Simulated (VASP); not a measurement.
Here is a VASP 6.6.1 calculation.

Contents of INCAR:

```
PREC = Accurate
ENCUT = 500
EDIFF = 1E-6
ISMEAR = 0
SIGMA = 0.01
LREAL = F
LASPH = T
NELM = 120
ALGO = Normal
ISIF = 2
LWAVE = F
LCHARG = F
GGA = PS
NBANDS = 16
GGA_COMPAT = F
```

Contents of KPOINTS:

```
regular mesh
0
Gamma
  4 4 4
```

POSCAR

```
GaAs
1.0
    0.0000000000      2.7276556504      2.9191593687
    2.7276556504      0.0000000000      2.9191593687
    2.7276556504      2.7276556504      0.0000000000
Ga As
1 1
Direct
    0.0000000000      0.0000000000      0.0000000000
    0.2500000000      0.2500000000      0.2500000000
```

Potentials or basis: VASP PAW PBE potentials, release 64 (Ga_d, As).

Launch:

```sh
$ cat potpaw_PBE.64/Ga_d/POTCAR potpaw_PBE.64/As/POTCAR > POTCAR
$ mpirun -np 1 vasp_std > vasp.out
```

Q: Predict the pressure.

A: 3.6 GPa.

Q: Estimate the band gap on the k mesh.

A: 0.55 eV, direct.

Stress tensor (GPa, compression positive):
```
5.25 0.00 0.00
0.00 5.25 0.00
0.00 0.00 0.38
```

Caveat: the k points lie up to 0.49 Å⁻¹ apart; the PAW data sets were made with another functional, which shifts forces and pressure a little. A k mesh can miss the band edges.
